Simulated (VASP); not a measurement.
The system is La2O3.

```
La O
1.0
     6.26678    0.00000    0.00000
    -3.13339    5.42719    0.00000
     0.00000    0.00000    3.29977
La O
2 3
Direct
  0.66667 0.33333 0.50000
  0.33333 0.66667 0.50000
  0.50801 0.00000 0.00000
  0.00000 0.50801 0.00000
  0.49199 0.49199 0.00000
```

| Item | Value |
| --- | --- |
| Program | VASP 6.6.1 |
| Task | relaxation of cell and atoms |
| Functional | LDA |
| Potentials or basis | VASP PAW LDA potentials, release 64 (La, O) |
| Cutoff | 600 eV |
| k mesh | 5 × 5 × 8 |
| Occupations | fermi-dirac, width 0.05 eV |
| Spin | no spin polarisation |

At the start: pressure -3.4 GPa; volume 22.45 Å³/atom.

**Question.** Where does the relaxation end?

**Answer.** Over 14 steps the energy falls by 11.3 meV/atom and the volume is 21.86 Å³/atom (-2.6 %); space group P-62m (No. 189, to 0.1 Å) before, P6/mmm (No. 191, to 0.1 Å).

Step by step:
```tsv
step	energy change (eV)	largest force (eV/Å)	pressure (GPa)	volume (Å³)
1	0.0000	0.0728	-3.37	112.23
2	0.0377	0.0337	5.51	104.69
3	-0.0518	0.0566	0.14	108.92
4	-0.0518	0.0563	0.20	108.85
5	-0.0529	0.0550	0.05	109.15
6	-0.0530	0.0542	-0.05	109.33
7	-0.0536	0.0496	-0.07	109.35
8	-0.0550	0.0371	-0.12	109.41
9	-0.0564	0.0113	-0.25	109.52
10	-0.0563	0.0047	0.34	108.95
11	-0.0567	0.0075	0.03	109.26
12	-0.0567	0.0083	0.04	109.27
13	-0.0566	0.0095	-0.10	109.40
14	-0.0567	0.0081	0.00	109.28
```

Final structure:
```
La O
1.0
     6.25041    0.00000    0.00000
    -3.12521    5.41301    0.00000
     0.00000    0.00000    3.22986
La O
2 3
Cartesian
  3.1252 1.8043 1.6149
  0.0000 3.6087 1.6149
  3.1317 0.0000 0.0000
  -1.5658 2.7121 0.0000
  1.5594 2.7009 0.0000
```
